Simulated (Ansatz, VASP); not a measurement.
One calculation of Cd, two programs

File INCAR:

```
SYSTEM = Cd
PREC = Accurate
ENCUT = 520
EDIFF = 1E-6
ISMEAR = -1
SIGMA = 0.1
LREAL = .False.
LASPH = .True.
NELM = 60
ALGO = Normal
ISIF = 2
LWAVE = .False.
LCHARG = .False.
GGA = PE
NBANDS = 32
```

Contents of KPOINTS:

```
Automatic mesh
0
Gamma
  15 15 4
  0 0 0
```

Contents of POSCAR:

```
Cd
1.0
    3.3294633273      0.0000000000      0.0000000000
   -1.6647316636      2.8833998224      0.0000000000
    0.0000000000      0.0000000000     10.6378647643
Cd
4
Direct
    0.0000000000      1.0000000000      0.0000000000
    0.0000000000      0.0000000000      0.5000000000
    0.3333333333      0.6666666667      0.2500000000
    0.6666666667      0.3333333333      0.7500000000
```

Input for Ansatz:

```yaml
crystal:
  lattice:
    - [3.3294633273, 0.0, 0.0]
    - [-1.6647316636, 2.8833998224, 0.0]
    - [0.0, 0.0, 10.6378647643]
  atoms:
    - { symbol: Cd, position: [0.0, 1.0, 0.0] }
    - { symbol: Cd, position: [0.0, 0.0, 0.5] }
    - { symbol: Cd, position: [0.3333333333, 0.6666666667, 0.25] }
    - { symbol: Cd, position: [0.6666666667, 0.3333333333, 0.75] }
hamiltonian:
  xc: pbe
  pseudopotentials:
    kind: paw
    azcp:
      Cd: "pseudopotentials/Cd.paw.azcp"
basis:
  ecutwfc: 420
  fft_grid_basis: typed
kpoints:
  mp_grid: { grid: [15, 15, 4], shift: [0, 0, 0] }
magnetization:
  spin_polarized: false
scf:
  occupations: { method: fermi_dirac, width: 0.1 }
output:
  stress: true
```

Alike in both runs: task single point; functional PBE; k mesh 15 × 15 × 4; occupations fermi-dirac, width 0.1 eV; no spin polarisation.

|  | VASP | Ansatz |
| --- | --- | --- |
| version | VASP 6.6.1 | Ansatz 0.2.0 |
| potentials or method | VASP PAW PBE potentials, release 64 (Cd), cutoff 520 eV | plane waves (420 eV) with PAW, scalar-relativistic |
| valence electrons in the cell | 48 | 80 |

Ansatz gave:

| Property | Result |
| --- | --- |
| pressure (GPa) | -3.2 |
| traceless stress, the component that is largest in VASP (GPa) | -0.18 |

Question: Which values does VASP return?

Answer: Pressure (GPa): -3.1; traceless stress, the component that is largest in VASP (GPa): -0.19.

VASP's potentials hold 48 valence electrons a cell and Ansatz's 80, so a difference there can come from the potentials and not from the codes.
